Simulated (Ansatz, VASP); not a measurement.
## Two plane-wave programs on Mg9Bi2Sb4

```
Mg Bi Sb
1.0
     0.00000    0.00000    7.28600
     6.91285    3.99114    0.00000
    -6.91285    3.99114    0.00000
Mg Bi Sb
9 2 4
Direct
  0.63000 0.33333 0.33333
  0.63000 0.66667 0.00000
  0.63000 0.00000 0.66667
  0.37000 0.33333 0.00000
  0.37000 0.66667 0.66667
  0.37000 0.00000 0.33333
  0.00000 0.00000 0.00000
  0.00000 0.33333 0.66667
  0.00000 0.66667 0.33333
  0.23500 0.33333 0.33333
  0.76500 0.33333 0.00000
  0.23500 0.66667 0.00000
  0.23500 0.00000 0.66667
  0.76500 0.66667 0.66667
  0.76500 0.00000 0.33333
```

Alike in both runs: task single point; functional PBEsol; k mesh 4 × 3 × 3; occupations gaussian, width 0.1 eV; no spin polarisation.

|  | VASP | Ansatz |
| --- | --- | --- |
| version | VASP 6.6.1 | Ansatz 0.2.0 |
| potentials or method | VASP PAW PBE potentials, release 64 (Mg, Bi_d, Sb), cutoff 520 eV | scalar-relativistic, plane waves, PAW |
| valence electrons in the cell | 68 | 180 |

|  | VASP | Ansatz | Ansatz less VASP |
| --- | --- | --- | --- |
| gap on the k mesh at the Fermi level (eV) | 0.21 | 0.22 | +0.016 |
| least direct gap on the mesh (eV) | 0.21 | 0.22 | +0.016 |
| pressure (GPa) | -0.2 | -0.2 | -0.05 |
| rms of the force components (eV/Å) | 0.219 | 0.221 | +0.0022 |

VASP's potentials were made for PBE, not for PBEsol. The functional is the same, so the differences come from potentials, cutoffs and numerics. VASP's potentials hold 68 valence electrons a cell and Ansatz's 180, so a difference there can come from the potentials and not from the codes.

Neither program's run includes spin-orbit coupling.
